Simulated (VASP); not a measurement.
# AlNi (CsCl type) (Pm-3m) in VASP: notebook

Runs on AlNi (CsCl type). Level: HSE06. Tasks: single point.

All numbers are computed with VASP 6.6.1; they aren't measurements. Logs are shortened: lines on timing, memory, paths and dates and some standing lists are left out, and cuts for length are marked.

### 1 The cell of the first run

The structure is cubic, space group Pm-3m (No. 221). The conventional cell has a = 2.871 Å, b = 2.871 Å, c = 2.871 Å, α = 90.00°, β = 90.00°, γ = 90.00°. Ni (site symmetry m-3m) has 8 Al at 2.49 Å and 6 Ni at 2.87 Å within 3.3 Å. Within 3.3 Å of Al (site symmetry m-3m) lie 8 Ni at 2.49 Å and 6 Al at 2.87 Å.

### 2 Single point, HSE06

POSCAR reads:

```
AlNi
1.0
    2.8706034424      0.0000000000      0.0000000000
    0.0000000000      2.8706034424      0.0000000000
    0.0000000000      0.0000000000      2.8706034424
Ni Al
1 1
Direct
    0.0000000000      0.0000000000      0.0000000000
    0.5000000000      0.5000000000      0.5000000000
```

INCAR.step1 reads:

```
SYSTEM = AlNi
ALGO = Normal ; EDIFF = 1E-5
ENCUT = 520 ; GGA = PE
ISIF = 2 ; ISMEAR = -1
LASPH = .TRUE. ; LREAL = .FALSE.
LWAVE = .TRUE. ; NBANDS = 14
NELM = 100 ; PREC = Accurate
SIGMA = 0.1
```

INCAR.step2 reads:

```
SYSTEM = AlNi
ALGO = Normal ; EDIFF = 1E-6
ENCUT = 520 ; GGA = PE
HFSCREEN = 0.2079 ; ISIF = 2
ISMEAR = -1 ; ISTART = 1
LASPH = .TRUE. ; LCHARG = .TRUE.
LELF = .TRUE. ; LHFCALC = .TRUE.
LREAL = .FALSE. ; LVHAR = .TRUE.
LWAVE = .FALSE. ; NBANDS = 14
NELM = 100 ; PREC = Accurate
PRECFOCK = Normal ; SIGMA = 0.1
```

KPOINTS reads:

```
k-points
0
G
  4 4 4
  0 0 0
```

Potentials or basis: VASP PAW PBE potentials, release 64 (Ni, Al).

Run with:

```sh
$ cat potpaw_PBE.64/Ni/POTCAR potpaw_PBE.64/Al/POTCAR > POTCAR
$ cp INCAR.step1 INCAR
$ mpirun -np 1 vasp_std > vasp.out
$ cp INCAR.step2 INCAR
$ mpirun -np 1 vasp_std > vasp.out
```

OUTCAR:

```text
SYSTEM = AlNi
   EDIFF = 1E-6
   ENCUT = 520
   GGA = PE
   HFSCREEN = 0.2079
   ISIF = 2
   ISMEAR = -1
   ISTART = 1
   LASPH = .TRUE.
   LHFCALC = .TRUE.
   LREAL = .FALSE.
   NELM = 100
   PREC = Accurate
   PRECFOCK = Normal

 ion  position               nearest neighbor table
   1  0.000  0.000  0.000-   2 2.49   2 2.49   2 2.49   2 2.49   2 2.49   2 2.49   2 2.49   2 2.49

   2  0.500  0.500  0.500-   1 2.49   1 2.49   1 2.49   1 2.49   1 2.49   1 2.49   1 2.49   1 2.49

  LATTYP: Found a simple cubic cell.
 ALAT       =     2.8706034424

  Lattice vectors:

 A1 = (   2.8706034424,   0.0000000000,   0.0000000000)
 A2 = (   0.0000000000,   2.8706034424,   0.0000000000)
 A3 = (   0.0000000000,   0.0000000000,   2.8706034424)

Analysis of symmetry for initial positions (statically):
=====================================================================
 Subroutine PRICEL returns:
 Original cell was already a primitive cell.

 Routine SETGRP: Setting up the symmetry group for a
 simple cubic supercell.

 Subroutine GETGRP returns: Found 48 space group operations
 (whereof 48 operations were pure point group operations)
 out of a pool of 48 trial point group operations.

The static configuration has the point symmetry O_h .

Analysis of symmetry for dynamics (positions and initial velocities):
=====================================================================
 Subroutine PRICEL returns:
 Original cell was already a primitive cell.

 Routine SETGRP: Setting up the symmetry group for a
 simple cubic supercell.

 Subroutine GETGRP returns: Found 48 space group operations
 (whereof 48 operations were pure point group operations)
 out of a pool of 48 trial point group operations.

The dynamic configuration has the point symmetry O_h .

 Subroutine INISYM returns: Found 48 space group operations
 (whereof 48 operations are pure point group operations),
 and found     1 'primitive' translations

----------------------------------------------------------------------------------------

                                     Primitive cell

  volume of cell :      23.6548

  direct lattice vectors                    reciprocal lattice vectors
     2.870603442  0.000000000  0.000000000     0.348358810  0.000000000  0.000000000
     0.000000000  2.870603442  0.000000000     0.000000000  0.348358810  0.000000000
     0.000000000  0.000000000  2.870603442     0.000000000  0.000000000  0.348358810

  length of vectors
     2.870603442  2.870603442  2.870603442     0.348358810  0.348358810  0.348358810
[... 85 lines left out ...]
     AMIX     =   0.40;   BMIX     =  1.00
     AMIX_MAG =   1.60;   BMIX_MAG =  1.00
  volume/ion in A,a.u.               =      11.83        79.82
  Fermi-wavevector in a.u.,A,eV,Ry     =   1.340961  2.534048 24.465668  1.798176
  Thomas-Fermi vector in A             =   2.469232
   LORBIT       =      0    0 simple, 1 ext, 2 COOP (PROOUT), +10 PAW based schemes
   GGA     = PE    functional components
   LHFCALC =     T    Hartree Fock is set to
   PRECFOCK=normal    Normal, Fast or Accurate (Low or Medium for compatibility)
   ENCUT4O =  -1.0   cutoff for four orbital integrals eV
   NKREDX  =     1    reduce k-point grid by
   NKREDY  =     1    reduce k-point grid by
   NKREDZ  =     1    reduce k-point grid by
   AEXX    =    0.2500 exact exchange contribution
   HFSCREEN=    0.2079 screening length (either q_TF or 0.3 A-1)
   HFSCREENC=   0.2079 screening length for correlation (either q_TF or 0.3 A-1)
   ENCUTFOCK=  -1.0 apply spherical cutoff to Coloumb kernel
   IVDW    =     0    specifies the selected vdW correction
   LEPSILON=     F    determine dielectric tensor
   LRPA    =     F    only Hartree local field effects (RPA)
 non-spin polarized calculation
  energy-cutoff  :      520.00
  volume of cell :       23.65
 maximum number of plane-waves:       647
 NGX is ok and might be reduce to    24
  NGX = 18; NGY = 18; NGZ = 18

 number of electron      13.0000014 magnetization

 Free energy of the ion-electron system (eV)
  ---------------------------------------------------
  ext. energy  EPLUGINS =         0.00000000
  ---------------------------------------------------
  free energy    TOTEN  =       -12.02375055 eV

  energy without entropy =      -12.00174502  energy(sigma->0) =      -12.01274779

 E-fermi :   9.5820     XC(G=0):  -9.8570

 val. band max:        9.4699388665   @ k =   0.5000   0.5000   0.2500
 cond. band min:      11.0914415180   @ k =   0.2500   0.0000   0.0000
 fundamental gap:      1.6215026515
 Fermi energy:         9.5820257090

 k-point     1 :       0.0000    0.0000    0.0000
  band No.  band energies     occupation
      1      -2.6090      2.00000
      2       5.7129      2.00000
      3       5.7129      2.00000
      4       7.5870      2.00000
      5       7.5870      2.00000
      6       7.5870      2.00000
      7      16.3094      0.00000
      8      16.3094      0.00000
      9      16.3094      0.00000
     10      19.1307      0.00000
     11      19.1307      0.00000
     12      25.3768      0.00000
     13      32.5842      0.00000
     14      32.5842      0.00000
[... 139 lines left out ...]
      1       4.7647      2.00000
      2       4.7647      2.00000
      3       4.7647      2.00000
      4       8.3047      1.99999
      5       8.3047      1.99999
      6      12.3809      0.00000
      7      12.3809      0.00000
      8      12.3809      0.00000
      9      14.3664      0.00000
     10      15.0683      0.00000
     11      15.0683      0.00000
     12      15.0683      0.00000
     13      19.2129      0.00000
     14      39.0887      0.00000

------------------------ aborting loop because EDIFF is reached ----------------------------------------

  FORCE on cell =-STRESS in cart. coord.  units (eV):
  Direction    XX          YY          ZZ          XY          YZ          ZX
  --------------------------------------------------------------------------------------
  -------------------------------------------------------------------------------------
  Total       -0.2866798     -0.2866798     -0.2866798     -0.0000000      0.0000000      0.0000000
  in kB      -19.4172623    -19.4172623    -19.4172623     -0.0000000      0.0000000      0.0000000
  external PRESSURE =     -19.4172623 kB  Pullay stress =       0.0000000 kB

 VOLUME and BASIS-vectors are now :
 -----------------------------------------------------------------------------
  energy-cutoff  :      520.00
  volume of cell :       23.65
      direct lattice vectors                 reciprocal lattice vectors
     2.870603442  0.000000000  0.000000000     0.348358810  0.000000000  0.000000000
     0.000000000  2.870603442  0.000000000     0.000000000  0.348358810  0.000000000
     0.000000000  0.000000000  2.870603442     0.000000000  0.000000000  0.348358810

 POSITION                                       TOTAL-FORCE (eV/Angst)
 -----------------------------------------------------------------------------------
      0.00000      0.00000      0.00000         0.000000      0.000000      0.000000
      1.43530      1.43530      1.43530         0.000000      0.000000      0.000000
 -----------------------------------------------------------------------------------
    total drift:                                0.000043      0.000046      0.000053

  FREE ENERGIE OF THE ION-ELECTRON SYSTEM (eV)
  ---------------------------------------------------
  free  energy   TOTEN  =       -12.0237505547 eV

  energy  without entropy=      -12.0017450221  energy(sigma->0) =      -12.01274779
```

OUTCAR.step1:

```text
SYSTEM = AlNi
   EDIFF = 1E-5
   ENCUT = 520
   GGA = PE
   ISIF = 2
   ISMEAR = -1
   LASPH = .TRUE.
[... 375 lines left out ...]
      0.00000      0.00000      0.00000         0.000000      0.000000      0.000000
      1.43530      1.43530      1.43530         0.000000      0.000000      0.000000
 -----------------------------------------------------------------------------------
    total drift:                                0.000000      0.000000      0.000000

  FREE ENERGIE OF THE ION-ELECTRON SYSTEM (eV)
  ---------------------------------------------------
  free  energy   TOTEN  =       -10.5907133503 eV

  energy  without entropy=      -10.5630454673  energy(sigma->0) =      -10.57687941
```

Wall time 5 min (1 thread of Intel Xeon 6975P-C, shared host); peak memory 0.24 GiB.

What came out:

| Quantity | Value |
| --- | --- |
| Free energy | -12.0238 eV |
| Pressure | -1.9 GPa |

Levels at points of the mesh, in eV from the Fermi level:
| k point | band 3 | band 4 | band 5 | band 6 | band 7 | band 8 | band 9 | band 10 |
| --- | --- | --- | --- | --- | --- | --- | --- | --- |
| (0.00, 0.00, 0.00) | -3.87 | -2.00 | -2.00 | -2.00 | 6.73 | 6.73 | 6.73 | 9.55 |
| (0.50, 0.00, 0.00) | -3.35 | -2.80 | -2.80 | -1.91 | -0.68 | 9.51 | 11.61 | 11.61 |
| (0.50, 0.50, 0.00) | -2.91 | -2.91 | -2.60 | -2.60 | -1.32 | 2.49 | 3.36 | 13.84 |
| (0.50, 0.50, 0.50) | -4.82 | -1.28 | -1.28 | 2.80 | 2.80 | 2.80 | 4.78 | 5.49 |

Caveat: the k points lie up to 0.55 Å⁻¹ apart; the PAW data sets were made with another functional, which shifts forces and pressure a little. Spin polarisation is off, so any magnetic state and its effect on volume and gap are missing.

### 3 Single point, HSE06

This run uses another cell than the first one, of 12.19 Å³/atom, 1.031 times its volume.

POSCAR reads:

```
AlNi
1.0
    2.8996013994      0.0000000000      0.0000000000
    0.0000000000      2.8996013994      0.0000000000
    0.0000000000      0.0000000000      2.8996013994
Ni Al
1 1
Direct
    0.0000000000      0.0000000000      0.0000000000
    0.5000000000      0.5000000000      0.5000000000
```

INCAR.step1 reads:

```
  PREC = Accurate
  ENCUT = 520
  EDIFF = 1E-5
  ISMEAR = -1
  SIGMA = 0.1
  LREAL = False
  LASPH = True
  NELM = 80
  ALGO = Normal
  ISIF = 2
  LWAVE = True
  LCHARG = False
  NBANDS = 14
  GGA = PE
```

INCAR.step2 reads:

```
  PREC = Accurate
  ENCUT = 520
  EDIFF = 1E-6
  ISMEAR = -1
  SIGMA = 0.1
  LREAL = False
  LASPH = True
  NELM = 80
  ALGO = Normal
  ISIF = 2
  LWAVE = False
  LCHARG = False
  GGA = PE
  LHFCALC = True
  HFSCREEN = 0.2079
  PRECFOCK = Normal
  NBANDS = 14
  ISTART = 1
```

KPOINTS reads:

```
Automatic mesh
0
Gamma
  4 4 4
```

Potentials or basis: VASP PAW PBE potentials, release 64 (Ni, Al).

Run with:

```sh
$ cat potpaw_PBE.64/Ni/POTCAR potpaw_PBE.64/Al/POTCAR > POTCAR
$ cp INCAR.step1 INCAR
$ mpirun -np 1 vasp_std > vasp.out
$ cp INCAR.step2 INCAR
$ mpirun -np 1 vasp_std > vasp.out
```

Wall time 6.3 min (1 thread of Intel Xeon 6975P-C, shared host); peak memory 0.25 GiB.

It converged, with:

| Item | Value |
| --- | --- |
| Free energy | -12.0039 eV |
| Pressure | -6.6 GPa |

Levels at points of the mesh, in eV from the Fermi level:
| k point | band 3 | band 4 | band 5 | band 6 | band 7 | band 8 | band 9 | band 10 |
| --- | --- | --- | --- | --- | --- | --- | --- | --- |
| (0.00, 0.00, 0.00) | -3.75 | -1.96 | -1.96 | -1.96 | 6.55 | 6.55 | 6.55 | 9.39 |
| (0.50, 0.00, 0.00) | -3.26 | -2.73 | -2.73 | -1.88 | -0.70 | 9.42 | 11.41 | 11.41 |
| (0.50, 0.50, 0.00) | -2.86 | -2.86 | -2.54 | -2.54 | -1.32 | 2.39 | 3.16 | 13.45 |
| (0.50, 0.50, 0.50) | -4.69 | -1.27 | -1.27 | 2.79 | 2.79 | 2.79 | 4.46 | 5.30 |

Caveat: the k points lie up to 0.54 Å⁻¹ apart; the PAW data sets were made with another functional, which shifts forces and pressure a little.
